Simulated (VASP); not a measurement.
# La (Pm-3m) in VASP: density of states with PBE

Aim: the density of states of La with PBE.

Everything below comes from runs of VASP 6.6.1. Logs are shortened: lines on timing, memory, paths and dates and some standing lists are left out, and cuts for length are marked.

## Step 1: The cell of the first run

Symmetry: Pm-3m, No. 221, cubic system. The conventional cell has a = 3.026 Å, b = 3.026 Å, c = 3.026 Å, α = 90.00°, β = 90.00°, γ = 90.00°. Within 4.0 Å of La (site symmetry m-3m) lie 6 La at 3.03 Å.

## Step 2: Density of states, PBE (volume scaled by 0.75)

Contents of POSCAR:

```
La
1.0
    3.0259429147      0.0000000000      0.0000000000
    0.0000000000      3.0259429147      0.0000000000
    0.0000000000      0.0000000000      3.0259429147
La
1
Direct
    0.0000000000      0.0000000000      0.0000000000
```

Contents of INCAR.step1:

```
PREC = Accurate
ENCUT = 400
EDIFF = 1E-6
ISMEAR = -1
SIGMA = 0.08
LREAL = F
LASPH = T
NELM = 200
ALGO = Normal
ISIF = 2
LWAVE = F
LCHARG = T
LMAXMIX = 6
GGA = PE
NBANDS = 12
GGA_COMPAT = F
NEDOS = 2001
LORBIT = 11
```

Contents of KPOINTS.step1:

```
Automatic mesh
0
Gamma
  12 12 12
```

Contents of INCAR.step2:

```
PREC = Accurate
ENCUT = 400
EDIFF = 1E-6
ISMEAR = -5
SIGMA = 0.08
LREAL = F
LASPH = T
NELM = 200
ALGO = Normal
ISIF = 2
LWAVE = F
LCHARG = F
LMAXMIX = 6
GGA = PE
LORBIT = 10
NEDOS = 1001
ICHARG = 11
GGA_COMPAT = F
```

Contents of KPOINTS.step2:

```
Automatic mesh
0
Gamma
  18 18 18
```

Potentials or basis: VASP PAW PBE potentials, release 64 (La).

Run with:

```console
$ cat potpaw_PBE.64/La/POTCAR > POTCAR
$ cp INCAR.step1 INCAR
$ cp KPOINTS.step1 KPOINTS
$ mpirun -np 1 vasp_std > vasp.out
$ cp INCAR.step2 INCAR
$ cp KPOINTS.step2 KPOINTS
$ mpirun -np 1 vasp_std > vasp.out
```

OUTCAR:

```text
PREC = Accurate
   ENCUT = 400
   EDIFF = 1E-6
   ISMEAR = -5
   LREAL = F
   LASPH = T
   NELM = 200
   ISIF = 2
   GGA = PE
   LORBIT = 10
   ICHARG = 11

 ion  position               nearest neighbor table
   1  0.000  0.000  0.000-

  LATTYP: Found a simple cubic cell.
 ALAT       =     3.0259429147

  Lattice vectors:

 A1 = (   3.0259429147,   0.0000000000,   0.0000000000)
 A2 = (   0.0000000000,   3.0259429147,   0.0000000000)
 A3 = (   0.0000000000,   0.0000000000,   3.0259429147)

Analysis of symmetry for initial positions (statically):
=====================================================================
 Subroutine PRICEL returns:
 Original cell was already a primitive cell.

 Routine SETGRP: Setting up the symmetry group for a
 simple cubic supercell.

 Subroutine GETGRP returns: Found 48 space group operations
 (whereof 48 operations were pure point group operations)
 out of a pool of 48 trial point group operations.

The static configuration has the point symmetry O_h .

Analysis of symmetry for dynamics (positions and initial velocities):
=====================================================================
 Subroutine PRICEL returns:
 Original cell was already a primitive cell.

 Routine SETGRP: Setting up the symmetry group for a
 simple cubic supercell.

 Subroutine GETGRP returns: Found 48 space group operations
 (whereof 48 operations were pure point group operations)
 out of a pool of 48 trial point group operations.

The dynamic configuration has the point symmetry O_h .

 Subroutine INISYM returns: Found 48 space group operations
 (whereof 48 operations are pure point group operations),
 and found     1 'primitive' translations

----------------------------------------------------------------------------------------

                                     Primitive cell

  volume of cell :      27.7065

  direct lattice vectors                    reciprocal lattice vectors
     3.025942915  0.000000000  0.000000000     0.330475501  0.000000000  0.000000000
     0.000000000  3.025942915  0.000000000     0.000000000  0.330475501  0.000000000
     0.000000000  0.000000000  3.025942915     0.000000000  0.000000000  0.330475501

  length of vectors
     3.025942915  3.025942915  3.025942915     0.330475501  0.330475501  0.330475501

  position of ions in fractional coordinates (direct lattice)
     0.000000000  0.000000000  0.000000000

  ion indices of the primitive-cell ions
   primitive index   ion index
                 1           1

----------------------------------------------------------------------------------------

 KPOINTS: Automatic mesh

Automatic generation of k-mesh.
 Grid dimensions read from file:
 generate k-points for:   18   18   18

 Generating k-lattice:

  Cartesian coordinates                     Fractional coordinates (reciprocal lattice)
     0.018359750  0.000000000  0.000000000     0.055555556  0.000000000  0.000000000
     0.000000000  0.018359750  0.000000000     0.000000000  0.055555556  0.000000000
     0.000000000  0.000000000  0.018359750     0.000000000  0.000000000  0.055555556

  Length of vectors
     0.018359750  0.018359750  0.018359750

  Shift w.r.t. Gamma in fractional coordinates (k-lattice)
     0.000000000  0.000000000  0.000000000

 TETIRR: Found   2900 inequivalent tetrahedra from    34992

 Subroutine IBZKPT returns following result:
 ===========================================

 Found    220 irreducible k-points:

 Following reciprocal coordinates:
            Coordinates               Weight
  0.000000  0.000000  0.000000      1.000000
  0.055556  0.000000  0.000000      6.000000
  0.111111  0.000000  0.000000      6.000000
  0.166667  0.000000  0.000000      6.000000
  0.222222  0.000000  0.000000      6.000000
  0.277778  0.000000  0.000000      6.000000
[... 16 lines left out ...]
  0.277778  0.111111  0.000000     24.000000
  0.333333  0.111111  0.000000     24.000000
 [... further k-points ...]
   k-points           NKPTS =    220   k-points in BZ     NKDIM =    220   number of bands    NBANDS=      9
   number of dos      NEDOS =   1001   number of ions     NIONS =      1
   total plane-waves  NPLWV =   8000
   dimension x,y,z NGX =    20 NGY =   20 NGZ =   20
   dimension x,y,z NGXF=    40 NGYF=   40 NGZF=   40
   ions per type =               1
   NGX,Y,Z   is equivalent  to a cutoff of  10.99, 10.99, 10.99 a.u.
   NGXF,Y,Z  is equivalent  to a cutoff of  21.98, 21.98, 21.98 a.u.
 SYSTEM =  unknown system
   PREC   = accura    normal or accurate (medium, high low for compatibility)
   ISTART =      0    job   : 0-new  1-cont  2-samecut
   ICHARG =     11    charge: 1-file 2-atom 10-const
   ISPIN  =      1    spin polarized calculation?
   LNONCOLLINEAR =      F non collinear calculations
   LSORBIT =      F    spin-orbit coupling
   LASPH  =      T    aspherical Exc in radial PAW
   ENCUT  =  400.0 eV  29.40 Ry    5.42 a.u.   4.93  4.93  4.93*2*pi/ulx,y,z
   NELM   =    200;   NELMIN=  2; NELMDL=  0     # of ELM steps
   EDIFF  = 0.1E-05   stopping-criterion for ELM
   LREAL  =      F    real-space projection
   EDIFFG = 0.1E-04   stopping-criterion for IOM
   NSW    =      0    number of steps for IOM
   IBRION =     -1    ionic relax: 0-MD 1-quasi-New 2-CG
   NFREE  =      0    steps in history (QN), initial steepest desc. (CG)
   ISIF   =      2    stress and relaxation
   ISYM   =      2    0-nonsym 1-usesym 2-fastsym
   POTIM  = 0.5000    time-step for ionic-motion
   TEBEG  =    0.0;   TEEND  =   0.0 temperature during run
   PSTRESS=    0.0 pullay stress
   NELECT =      11.0000    total number of electrons
   NUPDOWN=      -1.0000    fix difference up-down
   EMIN   =  10.00;   EMAX   =-10.00  energy-range for DOS
   EFERMI =   0.00;   METHOD = LEGACY
   ISMEAR =    -5;   SIGMA  =   0.08  broadening in eV -4-tet -1-fermi 0-gaus
   EFERMI_NEDOS =   21; number of points for ismear=-14 and -15
   IALGO  =     38    algorithm
   IMIX   =      4    mixing-type and parameters
     AMIX     =   0.40;   BMIX     =  1.00
     AMIX_MAG =   1.60;   BMIX_MAG =  1.00
  volume/ion in A,a.u.               =      27.71       186.97
  Fermi-wavevector in a.u.,A,eV,Ry     =   1.203220  2.273756 19.697672  1.447738
  Thomas-Fermi vector in A             =   2.338979
   LORBIT       =     10    0 simple, 1 ext, 2 COOP (PROOUT), +10 PAW based schemes
   GGA     = PE    functional components
   LHFCALC =     F    Hartree Fock is set to
   AEXX    =    0.0000 exact exchange contribution
   IVDW    =     0    specifies the selected vdW correction
   LEPSILON=     F    determine dielectric tensor
   LRPA    =     F    only Hartree local field effects (RPA)
 non-spin polarized calculation
 Fermi weights with tetrahedron method with Bloechl corrections
  energy-cutoff  :      400.00
  volume of cell :       27.71
 maximum number of plane-waves:       518
 NGX is ok and might be reduce to    20

 number of electron      10.9999995 magnetization

 Free energy of the ion-electron system (eV)
  ---------------------------------------------------
  ext. energy  EPLUGINS =         0.00000000
  ---------------------------------------------------
  free energy    TOTEN  =        -4.12645019 eV

  energy without entropy =       -4.12645019  energy(sigma->0) =       -4.12645019

 E-fermi :  10.9211     XC(G=0): -10.7587

 val. band max:       10.9580449093   @ k =   0.2778   0.1667   0.0000
 cond. band min:      10.8847753066   @ k =   0.3333   0.2778   0.2778
 fundamental gap:     -0.0732696027
 Fermi energy:        10.9210729718

 k-point     1 :       0.0000    0.0000    0.0000
  band No.  band energies     occupation
      1     -22.2757      2.00000
      2      -3.9532      2.00000
      3      -3.9532      2.00000
      4      -3.9532      2.00000
      5       8.5358      2.00000
      6       9.2359      2.00000
      7       9.2359      2.00000
      8      13.3744      0.00000
      9      13.3755      0.00000

 k-point     2 :       0.0556    0.0000    0.0000
  band No.  band energies     occupation
      1     -22.2594      2.00000
      2      -4.1006      2.00000
      3      -3.9409      2.00000
      4      -3.9409      2.00000
      5       8.6369      2.00000
      6       9.2614      2.00000
      7       9.4071      2.00000
      8      13.3609      0.00000
      9      13.3806      0.00000

 k-point     3 :       0.1111    0.0000    0.0000
  band No.  band energies     occupation
      1     -22.2121      2.00000
      2      -4.5035      2.00000
      3      -3.9052      2.00000
      4      -3.9052      2.00000
      5       8.8386      2.00000
      6       9.3366      2.00000
      7       9.9754      2.03133
      8      13.3062      0.00000
      9      13.4031      0.00000

 k-point     4 :       0.1667    0.0000    0.0000
  band No.  band energies     occupation
      1     -22.1383      2.00000
      2      -5.0708      2.00000
      3      -3.8498      2.00000
      4      -3.8498      2.00000
      5       9.0665      2.00000
      6       9.4579      2.00000
      7      10.8974      1.14273
      8      13.2204      0.00000
      9      13.4256      0.00000
[... 205 lines left out ...]
 k-point    22 :       0.2222    0.1111    0.0000
  band No.  band energies     occupation
      1     -21.9823      2.00000
      2      -5.6443      2.00000
      3      -4.3137      2.00000
      4      -3.7337      2.00000
      5       9.5632      2.00000
      6      10.2952      2.11146
      7      11.9518     -0.00152
      8      12.9373      0.00000
      9      13.2449      0.00000

 k-point    23 :       0.2778    0.1111    0.0000
  band No.  band energies     occupation
      1     -21.8803      2.00000
      2      -6.2582      2.00000
      3      -4.2314      2.00000
      4      -3.6594      2.00000
      5       9.8230      2.00000
      6      10.4762      2.12335
      7      12.4706      0.00000
      8      13.0455      0.00000
      9      13.1093      0.00000

 k-point    24 :       0.3333    0.1111    0.0000
  band No.  band energies     occupation
      1     -21.7811      2.00000
      2      -6.7953      2.00000
      3      -4.1522      2.00000
      4      -3.5881      2.00000
      5      10.1050      2.00000
      6      10.6732      2.03826
      7      12.2950      0.00000
      8      12.8519      0.00000
      9      13.5607      0.00000

 [... further k-points ...]

------------------------ aborting loop because EDIFF is reached ----------------------------------------

  FORCE on cell =-STRESS in cart. coord.  units (eV):
  Direction    XX          YY          ZZ          XY          YZ          ZX
  --------------------------------------------------------------------------------------
  -------------------------------------------------------------------------------------
  Total        1.9059231      1.9059231      1.9059231     -0.0000000     -0.0000000      0.0000000
  in kB      110.2132407    110.2132407    110.2132407     -0.0000000     -0.0000000      0.0000000
  external PRESSURE =     110.2132407 kB  Pullay stress =       0.0000000 kB

 VOLUME and BASIS-vectors are now :
 -----------------------------------------------------------------------------
  energy-cutoff  :      400.00
  volume of cell :       27.71
      direct lattice vectors                 reciprocal lattice vectors
     3.025942915  0.000000000  0.000000000     0.330475501  0.000000000  0.000000000
     0.000000000  3.025942915  0.000000000     0.000000000  0.330475501  0.000000000
     0.000000000  0.000000000  3.025942915     0.000000000  0.000000000  0.330475501

 POSITION                                       TOTAL-FORCE (eV/Angst)
 -----------------------------------------------------------------------------------
      0.00000      0.00000      0.00000         0.000000      0.000000      0.000000
 -----------------------------------------------------------------------------------
    total drift:                               -0.000000      0.000000      0.000000

  FREE ENERGIE OF THE ION-ELECTRON SYSTEM (eV)
  ---------------------------------------------------
  free  energy   TOTEN  =        -4.1264501885 eV

  energy  without entropy=       -4.1264501885  energy(sigma->0) =       -4.12645019

 total charge

# of ion       s       p       d       f       tot
--------------------------------------------------
    1        2.026   5.515   1.280   0.231   9.052
```

Wall time 40 s (1 thread of Intel Xeon Platinum 8259CL at 2.50GHz (Skylake/Cascade Lake), shared host); peak memory 0.17 GiB.

Results:

```yaml
Valence_electrons_inside_the_program's_atomic_spheres: La 9.05
```

Caveat: spin-orbit coupling is left out, which moves the levels of the heavy elements; tetrahedron occupations give inexact forces and stress in metals.
